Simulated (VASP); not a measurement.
# MgO (P6_3mc) in VASP: further runs, part 2 of 2

VASP 6.6.1. The steps go on from the part before.

## 4. Single point, PBE (strain +3.0%)

File INCAR:

```
ALGO = Normal
EDIFF = 1E-6
ENCUT = 520
GGA = PE
ISIF = 2
ISMEAR = -1
LASPH = True
LCHARG = False
LREAL = False
LWAVE = False
NBANDS = 16
NELM = 100
PREC = Accurate
SIGMA = 0.02
```

File KPOINTS:

```
k-points
0
Gamma
  12 12 6
```

File POSCAR:

```
MgO
1.0
    3.3868637712      0.0000000000      0.0000000000
   -1.6934318856      2.9331100650      0.0000000000
    0.0000000000      0.0000000000      5.1853971216
Mg O
2 2
Direct
    0.3333333333      0.6666666667     -0.0086890280
    0.6666666667      0.3333333333      0.4913109720
    0.3333333333      0.6666666667      0.3836890280
    0.6666666667      0.3333333333      0.8836890280
```

Potentials or basis: VASP PAW PBE potentials, release 64 (Mg, O).

Run with:

```sh
cat potpaw_PBE.64/Mg/POTCAR potpaw_PBE.64/O/POTCAR > POTCAR
mpirun -np 1 vasp_std > vasp.out
```

OUTCAR:

```text
EDIFF = 1E-6
   ENCUT = 520
   GGA = PE
   ISIF = 2
   ISMEAR = -1
   LASPH = True
   LREAL = False
   NELM = 100
   PREC = Accurate

 ion  position               nearest neighbor table
   1  0.333  0.667  0.991-   4 2.03   4 2.03   4 2.03   3 2.03   2 3.25   2 3.25   2 3.25   2 3.25
                             2 3.25   2 3.25
   2  0.667  0.333  0.491-   3 2.03   3 2.03   3 2.03   4 2.03   1 3.25   1 3.25   1 3.25   1 3.25
                             1 3.25   1 3.25
   3  0.333  0.667  0.384-   2 2.03   2 2.03   2 2.03   1 2.03
   4  0.667  0.333  0.884-   1 2.03   1 2.03   1 2.03   2 2.03

  LATTYP: Found a hexagonal cell.
 ALAT       =     3.3868637712
 C/A-ratio  =     1.5310320910

  Lattice vectors:

 A1 = (   3.3868637712,   0.0000000000,   0.0000000000)
 A2 = (  -1.6934318856,   2.9331100650,   0.0000000000)
 A3 = (   0.0000000000,   0.0000000000,   5.1853971216)

Analysis of symmetry for initial positions (statically):
=====================================================================
 Subroutine PRICEL returns:
[... 173 lines left out ...]
  free energy    TOTEN  =       -23.47572227 eV

  energy without entropy =      -23.47572227  energy(sigma->0) =      -23.47572227

 E-fermi :   1.0654     XC(G=0):  -9.3724

 val. band max:        0.6203971360   @ k =   0.0000   0.0000   0.0000
 cond. band min:       3.7059502614   @ k =   0.0000   0.0000   0.0000
 fundamental gap:      3.0855531254
 Fermi energy:         1.0653518073

 k-point     1 :       0.0000    0.0000    0.0000
  band No.  band energies     occupation
      1     -15.3062      2.00000
      2     -14.6549      2.00000
      3      -2.3569      2.00000
      4       0.0113      2.00000
      5       0.0113      2.00000
      6       0.3097      2.00000
[... 433 lines left out ...]
      3      -1.8993      2.00000
      4      -1.4762      2.00000
      5      -0.9128      2.00000
      6      -0.3456      2.00000
[... 8 lines left out ...]
     15      14.6489      0.00000
     16      15.4586      0.00000

 [... further k-points ...]
[... 5 lines left out ...]
  --------------------------------------------------------------------------------------
  -------------------------------------------------------------------------------------
  Total       -2.2007599     -2.2007599     -1.5820488      0.0000000      0.0000000      0.0000000
  in kB      -68.4502653    -68.4502653    -49.2064841      0.0000000      0.0000000      0.0000000
  external PRESSURE =     -62.0356716 kB  Pullay stress =       0.0000000 kB

 VOLUME and BASIS-vectors are now :
 -----------------------------------------------------------------------------
  energy-cutoff  :      520.00
  volume of cell :       51.51
      direct lattice vectors                 reciprocal lattice vectors
     3.386863771  0.000000000  0.000000000     0.295258406  0.170467520  0.000000000
    -1.693431886  2.933110065  0.000000000     0.000000000  0.340935041  0.000000000
     0.000000000  0.000000000  5.185397122     0.000000000  0.000000000  0.192849260

 POSITION                                       TOTAL-FORCE (eV/Angst)
 -----------------------------------------------------------------------------------
     -0.00000      1.95541      5.14034         0.000000     -0.000000     -0.016755
      1.69343      0.97770      2.54764         0.000000      0.000000     -0.016755
     -0.00000      1.95541      1.98958        -0.000000      0.000000      0.016755
      1.69343      0.97770      4.58228         0.000000      0.000000      0.016755
 -----------------------------------------------------------------------------------
    total drift:                               -0.000000      0.000000      0.000357

  FREE ENERGIE OF THE ION-ELECTRON SYSTEM (eV)
  ---------------------------------------------------
  free  energy   TOTEN  =       -23.4757222705 eV

  energy  without entropy=      -23.4757222705  energy(sigma->0) =      -23.47572227
```

stdout:

```text
POSCAR found type information on POSCAR MgO
 POSCAR found :  2 types and       4 ions
 scaLAPACK will be used
 LDA part: xc-table for (Slater+PW92), standard interpolation
 POSCAR, INCAR and KPOINTS ok, starting setup
 FFT: planning ... GRIDC
 FFT: planning ... GRID_SOFT
 FFT: planning ... GRID
 WAVECAR not read
 entering main loop
```

It took 48 s on 1 thread of Intel Xeon Platinum 8259CL at 2.50GHz (Skylake/Cascade Lake), shared host; peak memory 0.21 GiB.

What came out:

| Quantity | Value |
| --- | --- |
| Free energy | -23.4757 eV |
| Pressure | -6.2 GPa |
| Largest force | 0.017 eV/Å |
| Band gap on the k mesh | 3.09 eV, direct |

Forces on the atoms (eV/Å):
```
Mg   0.000  0.000 -0.017
Mg   0.000  0.000 -0.017
O    0.000  0.000  0.017
O    0.000  0.000  0.017
```

Stress tensor (GPa, compression positive):
```
-6.85  0.00  0.00
 0.00 -6.85  0.00
 0.00  0.00 -4.92
```

Levels at points of the mesh, in eV from the valence-band top:
```
           k point  band 4  band 5  band 6  band 7  band 8  band 9  band 10  band 11  band 12  band 13
(0.00, 0.00, 0.00)   -0.61   -0.61   -0.31   -0.31    0.00    3.09     7.92     9.64    13.65    13.65
(0.50, 0.00, 0.00)   -2.01   -1.56   -1.11   -0.72   -0.42    7.50     7.67     8.72    10.19    12.36
(0.00, 0.00, 0.50)   -1.85   -0.46   -0.46   -0.46   -0.46    5.49     5.49    12.45    12.45    14.08
(0.50, 0.00, 0.50)   -2.84   -0.78   -0.78   -0.63   -0.63    7.07     7.07    10.17    10.17    12.85
```

Caveat: the cell differs from its parent crystal (strain +3.0%). A k mesh can miss the band edges.

## 5. Single point, r2SCAN (uniaxial z strain -2.0%)

File POSCAR:

```
MgO
1.0
    3.2882172536      0.0000000000      0.0000000000
   -1.6441086268      2.8476796748      0.0000000000
    0.0000000000      0.0000000000      4.9336788147
Mg O
2 2
Direct
    0.3333333333      0.6666666667     -0.0132222247
    0.6666666667      0.3333333333      0.4867777753
    0.3333333333      0.6666666667      0.3882222247
    0.6666666667      0.3333333333      0.8882222247
```

File INCAR.step1:

```
ALGO = Normal ; EDIFF = 1E-4
ENCUT = 520 ; GGA = PE
ISMEAR = 0 ; LASPH = True
LCHARG = False ; LREAL = False
LWAVE = True ; NBANDS = 16
NELM = 100 ; PREC = Accurate
SIGMA = 0.01
```

File INCAR.step2:

```
ALGO = Normal ; EDIFF = 1E-6
ENCUT = 520 ; ISIF = 2
ISMEAR = 0 ; ISTART = 1
LASPH = True ; LCHARG = False
LMIXTAU = True ; LREAL = False
LWAVE = False ; METAGGA = R2SCAN
NBANDS = 16 ; NELM = 100
PREC = Accurate ; SIGMA = 0.01
```

KPOINTS is that of step 4.

Run with:

```sh
cat potpaw_PBE.64/Mg/POTCAR potpaw_PBE.64/O/POTCAR > POTCAR
cp INCAR.step1 INCAR
mpirun -np 1 vasp_std > vasp.out
cp INCAR.step2 INCAR
mpirun -np 1 vasp_std > vasp.out
```

Run time: 1.8 min. Hardware: 1 thread of Intel Xeon Platinum 8259CL at 2.50GHz (Skylake/Cascade Lake), shared host; peak memory 0.2 GiB.

It converged, with:

```
Free energy            : -31.8505 eV
Pressure               : 1.7 GPa
Largest force          : 0.003 eV/Å
Band gap on the k mesh : 4.24 eV, direct
```

Forces in eV/Å, atoms in the order of the input:
```
Mg   0.000  0.000  0.003
Mg   0.000  0.000  0.003
O    0.000  0.000 -0.003
O    0.000  0.000 -0.003
```

Stress tensor (GPa, compression positive):
```
1.62 0.00 0.00
0.00 1.62 0.00
0.00 0.00 1.73
```

Levels at points of the mesh, in eV from the valence-band top:
```
           k point  band 4  band 5  band 6  band 7  band 8  band 9  band 10  band 11  band 12  band 13
(0.00, 0.00, 0.00)   -0.84   -0.84   -0.49   -0.49    0.00    4.24     9.54    11.40    15.14    15.14
(0.50, 0.00, 0.00)   -2.24   -1.82   -1.39   -0.86   -0.55    8.55     8.95    10.20    11.88    14.01
(0.00, 0.00, 0.50)   -2.04   -0.67   -0.67   -0.67   -0.67    6.81     6.81    14.43    14.43    15.66
(0.50, 0.00, 0.50)   -3.22   -0.99   -0.99   -0.75   -0.75    8.18     8.18    11.92    11.92    14.91
```

Caveat: the cell differs from its parent crystal (uniaxial z strain -2.0%); the PAW data sets were made with another functional, which shifts forces and pressure a little. A k mesh can miss the band edges.

## 6. The runs side by side

| level | cell | k mesh | smearing | grid for exact exchange (PRECFOCK) | screening parameter | gap on the mesh (eV) | pressure (GPa) | largest force (eV/Å) |
| --- | --- | --- | --- | --- | --- | --- | --- | --- |
| HSE06 | a = 3.338, b = 3.338, c = 4.852 Å, angles 90.0, 90.0, 120.0°, 4 atoms | 6 × 6 × 4 | gaussian 0.01 eV | Normal | 0.2079 1/Å | 4.95 | -0.6 | 0.01 |
| PBE | a = 3.338, b = 3.338, c = 4.852 Å, angles 90.0, 90.0, 120.0°, 4 atoms | 12 × 12 × 6 | fermi-dirac 0.02 eV | - | - | 3.37 | 3.1 | 0.02 |
| PBE | a = 3.387, b = 3.387, c = 5.185 Å, angles 90.0, 90.0, 120.0°, 4 atoms | 12 × 12 × 6 | fermi-dirac 0.02 eV | - | - | 3.09 | -6.2 | 0.02 |
| r2SCAN | a = 3.288, b = 3.288, c = 4.934 Å, angles 90.0, 90.0, 120.0°, 4 atoms | 12 × 12 × 6 | gaussian 0.01 eV | - | - | 4.24 | 1.7 | - |

Alike in all rows: task single point; potentials or basis VASP PAW PBE potentials, release 64 (Mg, O); no spin polarisation; cutoff (eV) 520.

Caveats: the PAW data sets were made with another functional, which shifts forces and pressure a little (some runs).

Absolute energies hang on the potentials; compare differences alone.
